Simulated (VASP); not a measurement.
Input of a VASP 6.6.1 run:

Contents of INCAR:

```
SYSTEM = AgBr
  ALGO = Normal
  EDIFF = 1E-8
  ENCUT = 400
  GGA = CA
  GGA_COMPAT = .FALSE.
  ISIF = 2
  ISMEAR = -1
  LASPH = .TRUE.
  LCHARG = .FALSE.
  LEFG = .TRUE.
  LREAL = .FALSE.
  LWAVE = .FALSE.
  NBANDS = 16
  NELM = 120
  PREC = Accurate
  SIGMA = 0.02
```

File KPOINTS:

```
k-points
0
G
  7 7 7
  0 0 0
```

File POSCAR:

```
AgBr
1.0
    0.0000000000      2.8530813163      2.8530813163
    2.8530813163      0.0000000000      2.8530813163
    2.8530813163      2.8530813163      0.0000000000
Ag Br
1 1
Direct
    0.0000000000      0.0000000000      0.0000000000
    0.5000000000      0.5000000000      0.5000000000
```

Potentials or basis: VASP PAW LDA potentials, release 64 (Ag, Br).

Launch:

```bash
$ cat potpaw_LDA.64/Ag/POTCAR potpaw_LDA.64/Br/POTCAR > POTCAR
$ mpirun -np 1 vasp_std > vasp.out
```

(1) Predict the pressure.

(2) Predict the band gap on the k mesh.

Answers

(1) -3.6 GPa.

(2) 0.48 eV, indirect (least direct gap 2.40 eV).

Caveat: without QUAD_EFG the Cq values of the log hold for a quadrupole moment of 1 mb, not for the nuclei.
